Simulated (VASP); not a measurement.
# WSe2 in VASP: notebook

The runs below take WSe2 through single point, with PBEsol.

Everything below comes from runs of VASP 6.6.1. Logs are shortened: lines on timing, memory, paths and dates and some standing lists are left out, and cuts for length are marked.

### 1 The cell of the first run

The cell holds a slab with vacuum, 9 atoms: a = 3.173 Å, b = 3.173 Å, c = 28.309 Å, α = 90.00°, β = 90.00°, γ = 120.00°.

### 2 Single point, PBEsol (strain -0.030 along x and y, -0.030 along z)

Contents of INCAR:

```
ALGO     = Normal         # electronic algorithm
EDIFF    = 1E-6           # SCF threshold, eV
ENCUT    = 520            # plane-wave cutoff, eV
GGA      = PS             # functional
ISIF     = 2              # what is computed and relaxed
ISMEAR   = 0              # smearing method
LASPH    = T              # aspherical terms in the spheres
LCHARG   = T              # write CHGCAR
LELF     = T              # ELF
LREAL    = F              # projectors in reciprocal space
LVHAR    = T            
LWAVE    = F              # write WAVECAR
NBANDS   = 49             # bands
NELM     = 100            # most SCF steps
PREC     = Accurate       # precision mode
SIGMA    = 0.05           # smearing width, eV
```

Contents of KPOINTS:

```
k-points
0
Gamma
  12 12 1
```

Contents of POSCAR:

```
WSe2
1.0
    3.1727757741      0.0000000000      0.0000000000
   -1.5863878870      2.7477044209      0.0000000000
    0.0000000000      0.0000000000     28.3092078968
W Se
3 6
Direct
    0.6666666667      0.3333333333      0.0000000000
    0.3333333333      0.6666666667      0.7734641576
    0.3333333333      0.6666666667      0.2265358424
    0.3333333333      0.6666666667      0.0573689705
    0.6666666667      0.3333333333      0.8308403050
    0.6666666667      0.3333333333      0.2838341585
    0.3333333333      0.6666666667      0.9426310295
    0.6666666667      0.3333333333      0.7161658415
    0.6666666667      0.3333333333      0.1691596950
```

Potentials or basis: VASP PAW PBE potentials, release 64 (W_sv, Se).

Launch:

```console
> cat potpaw_PBE.64/W_sv/POTCAR potpaw_PBE.64/Se/POTCAR > POTCAR
> mpirun -np 1 vasp_std > vasp.out
```

OUTCAR:

```text
EDIFF = 1E-6
   ENCUT = 520
   GGA = PS
   ISIF = 2
   ISMEAR = 0
   LASPH = T
   LREAL = F
   NELM = 100
   PREC = Accurate

 ion  position               nearest neighbor table
   1  0.667  0.333  0.000-   4 2.45   7 2.45   4 2.45   7 2.45   4 2.45   7 2.45
   2  0.333  0.667  0.773-   8 2.45   8 2.45   8 2.45   5 2.45   5 2.45   5 2.45
   3  0.333  0.667  0.227-   6 2.45   6 2.45   6 2.45   9 2.45   9 2.45   9 2.45
   4  0.333  0.667  0.057-   1 2.45   1 2.45   1 2.45
   5  0.667  0.333  0.831-   2 2.45   2 2.45   2 2.45
   6  0.667  0.333  0.284-   3 2.45   3 2.45   3 2.45
   7  0.333  0.667  0.943-   1 2.45   1 2.45   1 2.45
   8  0.667  0.333  0.716-   2 2.45   2 2.45   2 2.45
   9  0.667  0.333  0.169-   3 2.45   3 2.45   3 2.45

  LATTYP: Found a hexagonal cell.
 ALAT       =     3.1727757741
 C/A-ratio  =     8.9225365776

  Lattice vectors:

 A1 = (   3.1727757741,   0.0000000000,   0.0000000000)
 A2 = (  -1.5863878870,   2.7477044209,   0.0000000000)
 A3 = (   0.0000000000,   0.0000000000,  28.3092078968)

Analysis of symmetry for initial positions (statically):
=====================================================================
 Subroutine PRICEL returns:
 Original cell was already a primitive cell.

 Routine SETGRP: Setting up the symmetry group for a
 hexagonal supercell.

 Subroutine GETGRP returns: Found 12 space group operations
 (whereof 12 operations were pure point group operations)
 out of a pool of 24 trial point group operations.

The static configuration has the point symmetry D_3h.

Analysis of symmetry for dynamics (positions and initial velocities):
=====================================================================
 Subroutine PRICEL returns:
 Original cell was already a primitive cell.

 Routine SETGRP: Setting up the symmetry group for a
 hexagonal supercell.

 Subroutine GETGRP returns: Found 12 space group operations
 (whereof 12 operations were pure point group operations)
 out of a pool of 24 trial point group operations.

The dynamic configuration has the point symmetry D_3h.

 Subroutine INISYM returns: Found 12 space group operations
 (whereof 12 operations are pure point group operations),
 and found     1 'primitive' translations

----------------------------------------------------------------------------------------

                                     Primitive cell

  volume of cell :     246.7954

  direct lattice vectors                    reciprocal lattice vectors
     3.172775774  0.000000000  0.000000000     0.315181428  0.181970082  0.000000000
    -1.586387887  2.747704421  0.000000000     0.000000000  0.363940165  0.000000000
     0.000000000  0.000000000 28.309207897     0.000000000  0.000000000  0.035324196

  length of vectors
     3.172775774  3.172775774 28.309207897     0.363940165  0.363940165  0.035324196

  position of ions in fractional coordinates (direct lattice)
     0.666666667  0.333333333  0.000000000
     0.333333333  0.666666667  0.773464158
     0.333333333  0.666666667  0.226535842
     0.333333333  0.666666667  0.057368971
     0.666666667  0.333333333  0.830840305
     0.666666667  0.333333333  0.283834158
     0.333333333  0.666666667  0.942631029
     0.666666667  0.333333333  0.716165842
     0.666666667  0.333333333  0.169159695

  ion indices of the primitive-cell ions
   primitive index   ion index
                 1           1
                 2           2
                 3           3
                 4           4
                 5           5
                 6           6
                 7           7
                 8           8
                 9           9

----------------------------------------------------------------------------------------

 KPOINTS: k-points

Automatic generation of k-mesh.
 Grid dimensions read from file:
 generate k-points for:   12   12    1

 Generating k-lattice:

  Cartesian coordinates                     Fractional coordinates (reciprocal lattice)
     0.026265119  0.015164174  0.000000000     0.083333333  0.000000000  0.000000000
     0.000000000  0.030328347  0.000000000     0.000000000  0.083333333  0.000000000
     0.000000000  0.000000000  0.035324196     0.000000000  0.000000000  1.000000000

  Length of vectors
     0.030328347  0.030328347  0.035324196

  Shift w.r.t. Gamma in fractional coordinates (k-lattice)
     0.000000000  0.000000000  0.000000000

 Subroutine IBZKPT returns following result:
 ===========================================

 Found     19 irreducible k-points:

 Following reciprocal coordinates:
            Coordinates               Weight
  0.000000  0.000000  0.000000      1.000000
  0.083333 -0.000000  0.000000      6.000000
  0.166667 -0.000000  0.000000      6.000000
  0.250000 -0.000000  0.000000      6.000000
  0.333333  0.000000  0.000000      6.000000
  0.416667 -0.000000  0.000000      6.000000
[... 11 lines left out ...]
  0.333333  0.250000  0.000000     12.000000
  0.333333  0.333333  0.000000      2.000000
   k-points           NKPTS =     19   k-points in BZ     NKDIM =     19   number of bands    NBANDS=     49
   number of dos      NEDOS =    301   number of ions     NIONS =      9
   total plane-waves  NPLWV = 124416
   dimension x,y,z NGX =    24 NGY =   24 NGZ =  216
   dimension x,y,z NGXF=    48 NGYF=   48 NGZF=  432
   ions per type =               3   6
   NGX,Y,Z   is equivalent  to a cutoff of  12.58, 12.58, 12.68 a.u.
   NGXF,Y,Z  is equivalent  to a cutoff of  25.15, 25.15, 25.37 a.u.
 SYSTEM =  unknown system
   PREC   = accura    normal or accurate (medium, high low for compatibility)
   ISTART =      0    job   : 0-new  1-cont  2-samecut
   ICHARG =      2    charge: 1-file 2-atom 10-const
   ISPIN  =      1    spin polarized calculation?
   LNONCOLLINEAR =      F non collinear calculations
   LSORBIT =      F    spin-orbit coupling
   LASPH  =      T    aspherical Exc in radial PAW
   ENCUT  =  520.0 eV  38.22 Ry    6.18 a.u.   5.90  5.90 52.64*2*pi/ulx,y,z
   NELM   =    100;   NELMIN=  2; NELMDL= -5     # of ELM steps
   EDIFF  = 0.1E-05   stopping-criterion for ELM
   LREAL  =      F    real-space projection
   EDIFFG = 0.1E-04   stopping-criterion for IOM
   NSW    =      0    number of steps for IOM
   IBRION =     -1    ionic relax: 0-MD 1-quasi-New 2-CG
   NFREE  =      0    steps in history (QN), initial steepest desc. (CG)
   ISIF   =      2    stress and relaxation
   ISYM   =      2    0-nonsym 1-usesym 2-fastsym
   POTIM  = 0.5000    time-step for ionic-motion
   TEBEG  =    0.0;   TEEND  =   0.0 temperature during run
   PSTRESS=    0.0 pullay stress
   NELECT =      78.0000    total number of electrons
   NUPDOWN=      -1.0000    fix difference up-down
   EMIN   =  10.00;   EMAX   =-10.00  energy-range for DOS
   EFERMI =   0.00;   METHOD = LEGACY
   ISMEAR =     0;   SIGMA  =   0.05  broadening in eV -4-tet -1-fermi 0-gaus
   EFERMI_NEDOS =   21; number of points for ismear=-14 and -15
   IALGO  =     38    algorithm
   IMIX   =      4    mixing-type and parameters
     AMIX     =   0.40;   BMIX     =  1.00
     AMIX_MAG =   1.60;   BMIX_MAG =  1.00
  volume/ion in A,a.u.               =      27.42       185.05
  Fermi-wavevector in a.u.,A,eV,Ry     =   1.115135  2.107299 16.919190  1.243525
  Thomas-Fermi vector in A             =   2.251736
   LORBIT       =      0    0 simple, 1 ext, 2 COOP (PROOUT), +10 PAW based schemes
   GGA     = PS    functional components
   LHFCALC =     F    Hartree Fock is set to
   AEXX    =    0.0000 exact exchange contribution
   IVDW    =     0    specifies the selected vdW correction
   LEPSILON=     F    determine dielectric tensor
   LRPA    =     F    only Hartree local field effects (RPA)
 non-spin polarized calculation
 Gauss-broadening in eV      SIGMA  =   0.05
  energy-cutoff  :      520.00
  volume of cell :      246.80
 maximum number of plane-waves:      6692
 NGX is ok and might be reduce to    24
   NGX = 11   NGY = 11   NGZ =105

 number of electron      78.0000000 magnetization

 Free energy of the ion-electron system (eV)
  ---------------------------------------------------
  ext. energy  EPLUGINS =         0.00000000
  ---------------------------------------------------
  free energy    TOTEN  =       -69.00582441 eV

  energy without entropy =      -69.00582441  energy(sigma->0) =      -69.00582441

 E-fermi :   3.4156     XC(G=0):  -8.0108

 val. band max:        3.1555571176   @ k =   0.0000   0.0000   0.0000
 cond. band min:       4.3919942207   @ k =   0.1667   0.1667   0.0000
 fundamental gap:      1.2364371031
 Fermi energy:         3.4155874937

 k-point     1 :       0.0000    0.0000    0.0000
  band No.  band energies     occupation
      1     -70.8084      2.00000
      2     -70.8045      2.00000
      3     -70.8045      2.00000
      4     -35.1982      2.00000
      5     -35.1951      2.00000
      6     -35.1951      2.00000
[... 41 lines left out ...]
     48       6.6630      0.00000
     49       6.6681      0.00000

 k-point     2 :       0.0833   -0.0000    0.0000
  band No.  band energies     occupation
      1     -70.8071      2.00000
      2     -70.8033      2.00000
      3     -70.8033      2.00000
      4     -35.1932      2.00000
      5     -35.1901      2.00000
      6     -35.1901      2.00000
[... 41 lines left out ...]
     48       6.5507      0.00000
     49       6.5893      0.00000

 k-point     3 :       0.1667   -0.0000    0.0000
  band No.  band energies     occupation
      1     -70.8037      2.00000
      2     -70.7999      2.00000
      3     -70.7999      2.00000
      4     -35.1794      2.00000
      5     -35.1763      2.00000
      6     -35.1763      2.00000
[... 821 lines left out ...]
     48       6.7743      0.00000
     49       8.1040      0.00000

 k-point    19 :       0.3333    0.3333    0.0000
  band No.  band energies     occupation
      1     -70.7875      2.00000
      2     -70.7837      2.00000
      3     -70.7837      2.00000
      4     -35.2282      2.00000
      5     -35.2244      2.00000
      6     -35.2244      2.00000
[... 41 lines left out ...]
     48       6.9723      0.00000
     49       8.3850      0.00000

------------------------ aborting loop because EDIFF is reached ----------------------------------------

  FORCE on cell =-STRESS in cart. coord.  units (eV):
  Direction    XX          YY          ZZ          XY          YZ          ZX
  --------------------------------------------------------------------------------------
  -------------------------------------------------------------------------------------
  Total       16.2885985     16.2885985     18.8809843      0.0000000      0.0000000      0.0000000
  in kB      105.7443542    105.7443542    122.5739278      0.0000000      0.0000000      0.0000000
  external PRESSURE =     111.3542121 kB  Pullay stress =       0.0000000 kB

 VOLUME and BASIS-vectors are now :
 -----------------------------------------------------------------------------
  energy-cutoff  :      520.00
  volume of cell :      246.80
      direct lattice vectors                 reciprocal lattice vectors
     3.172775774  0.000000000  0.000000000     0.315181428  0.181970082  0.000000000
    -1.586387887  2.747704421  0.000000000     0.000000000  0.363940165  0.000000000
     0.000000000  0.000000000 28.309207897     0.000000000  0.000000000  0.035324196

 POSITION                                       TOTAL-FORCE (eV/Angst)
 -----------------------------------------------------------------------------------
      1.58639      0.91590      0.00000         0.000000      0.000000     -0.000000
     -0.00000      1.83180     21.89616         0.000000      0.000000     -0.005578
     -0.00000      1.83180      6.41305         0.000000      0.000000      0.005578
     -0.00000      1.83180      1.62407        -0.000000     -0.000000      1.852920
      1.58639      0.91590     23.52043        -0.000000     -0.000000      1.855019
      1.58639      0.91590      8.03512        -0.000000      0.000000      1.903862
     -0.00000      1.83180     26.68514        -0.000000     -0.000000     -1.852920
      1.58639      0.91590     20.27409         0.000000     -0.000000     -1.903862
      1.58639      0.91590      4.78878        -0.000000      0.000000     -1.855019
 -----------------------------------------------------------------------------------
    total drift:                                0.000000     -0.000000      0.000000

  FREE ENERGIE OF THE ION-ELECTRON SYSTEM (eV)
  ---------------------------------------------------
  free  energy   TOTEN  =       -69.0058244067 eV

  energy  without entropy=      -69.0058244067  energy(sigma->0) =      -69.00582441
```

It took 4.9 min on 1 thread of Intel Xeon Platinum 8488C (Sapphire Rapids), shared host; peak memory 0.44 GiB.

Results:

```yaml
Free_energy: -69.0058 eV
Largest_force: 1.904 eV/Å
Band_gap_on_the_k_mesh: 1.24 eV (least direct gap 1.84 eV)
```

Forces in eV/Å, atoms in the order of the input:
```
W    0.000  0.000  0.000
W    0.000  0.000 -0.006
W    0.000  0.000  0.006
Se   0.000  0.000  1.853
Se   0.000  0.000  1.855
Se   0.000  0.000  1.904
Se   0.000  0.000 -1.853
Se   0.000  0.000 -1.904
Se   0.000  0.000 -1.855
```

Caveat: the cell differs from its parent crystal (strain -0.030 along x and y, -0.030 along z); the PAW data sets were made with another functional, which shifts forces and pressure a little; spin-orbit coupling is left out, which moves the levels of the heavy elements.

(Continued in part 2 of 2.)
